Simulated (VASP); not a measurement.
## MnS: single point with PBEsol

MnS:

```
Mn S
1.0
     0.00000    2.60450    2.60450
     2.60450    0.00000    2.60450
     2.60450    2.60450    0.00000
Mn S
1 1
Direct
  0.00000 0.00000 0.00000
  0.50000 0.50000 0.50000
```

* Program: VASP 6.6.1
* Task: single point
* Functional: PBEsol
* Potentials or basis: VASP PAW PBE potentials, release 64 (Mn_pv, S)
* Cutoff: 520 eV
* k mesh: 7 × 7 × 7
* Occupations: fermi-dirac, width 0.05 eV
* Spin: collinear spin, ferromagnetic start
* Starting moments: [1.0, 0.0] μB
* Fixed moment: 1 μB

| Property | Result |
| --- | --- |
| Pressure | -23.8 GPa |
| Net moment | 1.00 μB per cell |
| Site moments | Mn +1.04; S -0.02 μB |
| Valence electrons inside the program's atomic spheres | Mn 11.40; S 3.60 |

Run time: 17 s on 1 thread of Intel(R) Xeon(R) Platinum 8559C (Emerald Rapids) (shared host), peak memory 0.18 GiB.

Caveat: the PAW data sets were made with another functional, which shifts forces and pressure a little; the total moment is fixed, so each spin has its own Fermi level; a cell with one magnetic atom can't hold antiferromagnetic order, which such compounds often take.
